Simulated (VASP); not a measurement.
Input of a VASP 6.6.1 run:

The input INCAR:

```
SYSTEM = NbH2
ALGO = Normal
EDIFF = 1E-7
ENCUT = 520
GGA = PS
ISIF = 2
ISMEAR = 0
LASPH = .True.
LCHARG = .False.
LREAL = .False.
LWAVE = .False.
NBANDS = 14
NELM = 80
PREC = Accurate
SIGMA = 0.15
```

Contents of KPOINTS:

```
k-points
0
Gamma
  18 18 18
  0 0 0
```

File POSCAR:

```
NbH2
1.0
    0.0000000000      2.2815000000      2.2815000000
    2.2815000000      0.0000000000      2.2815000000
    2.2815000000      2.2815000000      0.0000000000
Nb H
1 2
Direct
    0.0000000000      0.0000000000      0.0000000000
    0.2719154065      0.2719154065      0.2280845935
    0.7719154065      0.7719154065      0.7280845935
```

Potentials or basis: VASP PAW PBE potentials, release 64 (Nb_sv, H).

Run with:

```sh
$ cat potpaw_PBE.64/Nb_sv/POTCAR potpaw_PBE.64/H/POTCAR > POTCAR
$ mpirun -np 1 vasp_std > vasp.out
```

**Question.** What does it give for the largest force?

**Answer.** 0.830 eV/Å.

**Question.** What does it give for the pressure?

**Answer.** -5.1 GPa.

**Question.** What does it give for the band gap on the k mesh?

**Answer.** Zero (an odd number of electrons rules out a gap without spin polarisation).

Stress tensor (GPa, compression positive):
```
-4.76  0.00  0.00
 0.00 -4.76  0.00
 0.00  0.00 -5.71
```

Caveat: the cell differs from its parent crystal (all H atoms moved -0.100 Å, as atom 2 towards its neighbour atom 3 (H) at 2.281 Å); the cell stands under tension; the PAW data sets were made with another functional, which shifts forces and pressure a little; an odd number of electrons without spin polarisation forces a metal; a magnetic or distorted state may lie lower.
